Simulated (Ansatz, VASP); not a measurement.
# Two plane-wave programs on HfN

File INCAR:

```
PREC = Accurate
ENCUT = 520
EDIFF = 1E-6
ISMEAR = 0
SIGMA = 0.15
LREAL = F
LASPH = T
NELM = 60
ALGO = Normal
ISIF = 2
LWAVE = F
LCHARG = T
GGA = PS
LELF = T
LVHAR = T
NBANDS = 14
```

The input KPOINTS:

```
Automatic mesh
0
Gamma
  16 16 16
```

POSCAR

```
HfN
1.0
    0.0000000000      2.5161925500      2.3934514500
    2.5161925500      0.0000000000      2.3934514500
    2.5161925500      2.5161925500      0.0000000000
Hf N
1 1
Direct
    0.0000000000      0.0000000000      0.0000000000
    0.7500000000      0.7500000000      0.7500000000
```

Input for Ansatz:

```yaml
crystal:
  lattice:
    - [0.0, 2.51619255, 2.39345145]
    - [2.51619255, 0.0, 2.39345145]
    - [2.51619255, 2.51619255, 0.0]
  atoms:
    - { symbol: Hf, position: [0.0, 0.0, 0.0] }
    - { symbol: "N", position: [0.75, 0.75, 0.75] }
basis:
  ecutwfc: 420
kpoints:
  mp_grid: { grid: [16, 16, 16] }
hamiltonian:
  xc: pbesol
scf:
  occupations: { method: gaussian, width: 0.15 }
output:
  forces: true
  stress: true
  eigenvalues: true
```

Change from the starting cell: strain +0.025 along x and y, -0.025 along z, atoms carried along.

Alike in both runs: task single point; functional PBEsol; k mesh 16 × 16 × 16; occupations gaussian, width 0.15 eV; no spin polarisation.

```csv
,VASP,Ansatz
version,VASP 6.6.1,Ansatz 0.2.0
potentials or method,"VASP PAW PBE potentials, release 64 (Hf_pv, N), cutoff 520 eV","scalar-relativistic, plane waves, PAW"
valence electrons in the cell,15,31
```

Ansatz gave:

| Property | Result |
| --- | --- |
| gap on the k mesh at the Fermi level (eV) | none |
| pressure (GPa) | -9.3 |
| traceless stress, the component that is largest in VASP (GPa) | 4.64 |

Problem. Estimate VASP's values.

Solution. gap on the k mesh at the Fermi level (eV): none; pressure (GPa): -10.2; traceless stress, the component that is largest in VASP (GPa): 4.65.

VASP's potentials were made for PBE, not for PBEsol. A gap of «none» marks a metal or a gap that the smearing closes. VASP's potentials hold 15 valence electrons a cell and Ansatz's 31, so a difference there can come from the potentials and not from the codes.

Spin-orbit coupling is off throughout.
